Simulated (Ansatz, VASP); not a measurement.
## BN: VASP beside Ansatz

The input POSCAR:

```
BN
1.0
   -2.5439665234      0.0000000000      0.0000000000
   -1.2719832617     -2.2031396357      0.0000000000
    0.0000000000      0.0000000000     13.6232348039
B N
6 6
Direct
    0.6666666667      0.6666666667      0.2122984593
    0.6666666667      0.6666666667      0.5211637909
    0.6666666667      0.6666666667      0.8300291224
    0.3333333333      0.3333333333      0.0578657935
    0.3333333333      0.3333333333      0.3667311251
    0.3333333333      0.3333333333      0.6755964566
    0.6666666667      0.6666666667      0.0965977588
    0.6666666667      0.6666666667      0.4054630904
    0.6666666667      0.6666666667      0.7143284219
    0.3333333333      0.3333333333      0.8687610877
    0.3333333333      0.3333333333      0.2510304246
    0.3333333333      0.3333333333      0.5598957561
```

The input INCAR.step1:

```
SYSTEM = BN
ALGO = Normal
EDIFF = 1E-4
ENCUT = 520
GGA = PE
ISMEAR = 0
LASPH = .True.
LCHARG = .False.
LREAL = .False.
LWAVE = .True.
NBANDS = 36
NELM = 100
PREC = Accurate
SIGMA = 0.05
```

The input INCAR.step2:

```
SYSTEM = BN
ALGO = Normal
EDIFF = 1E-6
ENCUT = 520
ISIF = 2
ISMEAR = 0
ISTART = 1
LASPH = .True.
LCHARG = .False.
LMIXTAU = .True.
LREAL = .False.
LWAVE = .False.
METAGGA = R2SCAN
NBANDS = 36
NELM = 100
PREC = Accurate
SIGMA = 0.05
```

Contents of KPOINTS:

```
k-points
0
Gamma
  10 10 2
  0 0 0
```

Input for Ansatz:

```yaml
crystal:
  lattice:
    - [-2.5439665234, 0.0, 0.0]
    - [-1.2719832617, -2.2031396357, 0.0]
    - [0.0, 0.0, 13.6232348039]
  atoms:
    - { symbol: B, position: [0.6666666667, 0.6666666667, 0.2122984593] }
    - { symbol: B, position: [0.6666666667, 0.6666666667, 0.5211637909] }
    - { symbol: B, position: [0.6666666667, 0.6666666667, 0.8300291224] }
    - { symbol: B, position: [0.3333333333, 0.3333333333, 0.0578657935] }
    - { symbol: B, position: [0.3333333333, 0.3333333333, 0.3667311251] }
    - { symbol: B, position: [0.3333333333, 0.3333333333, 0.6755964566] }
    - { symbol: "N", position: [0.6666666667, 0.6666666667, 0.0965977588] }
    - { symbol: "N", position: [0.6666666667, 0.6666666667, 0.4054630904] }
    - { symbol: "N", position: [0.6666666667, 0.6666666667, 0.7143284219] }
    - { symbol: "N", position: [0.3333333333, 0.3333333333, 0.8687610877] }
    - { symbol: "N", position: [0.3333333333, 0.3333333333, 0.2510304246] }
    - { symbol: "N", position: [0.3333333333, 0.3333333333, 0.5598957561] }
basis:
  ecutwfc: 500
kpoints:
  mp_grid: { grid: [10, 10, 2] }
hamiltonian:
  xc: r2scan
scf:
  occupations: { method: gaussian, width: 0.05 }
output:
  forces: true
  stress: true
  eigenvalues: true
```

Alike in both runs: task single point; functional r2SCAN; k mesh 10 × 10 × 2; occupations gaussian, width 0.05 eV; no spin polarisation.

|  | VASP | Ansatz |
| --- | --- | --- |
| version | VASP 6.6.1 | Ansatz 0.2.0 |
| potentials or method | VASP PAW PBE potentials, release 64 (B, N), cutoff 520 eV | scalar-relativistic, plane waves, PAW |
| valence electrons in the cell | 48 | 48 |

Ansatz gave:

- gap on the k mesh at the Fermi level (eV): 1.57
- least direct gap on the mesh (eV): 1.96
- pressure (GPa): -6.5
- traceless stress, the component that is largest in VASP (GPa): -10.06
- rms of the force components (eV/Å): 0.811

Question: Which values does VASP return?

Answer: gap on the k mesh at the Fermi level (eV): 1.57; least direct gap on the mesh (eV): 1.97; pressure (GPa): -5.6; traceless stress, the component that is largest in VASP (GPa): -10.14; rms of the force components (eV/Å): 0.813.

VASP's potentials were made for PBE, not for r2SCAN. Atom by atom the forces differ by 0.010 eV/Å (rms over components).
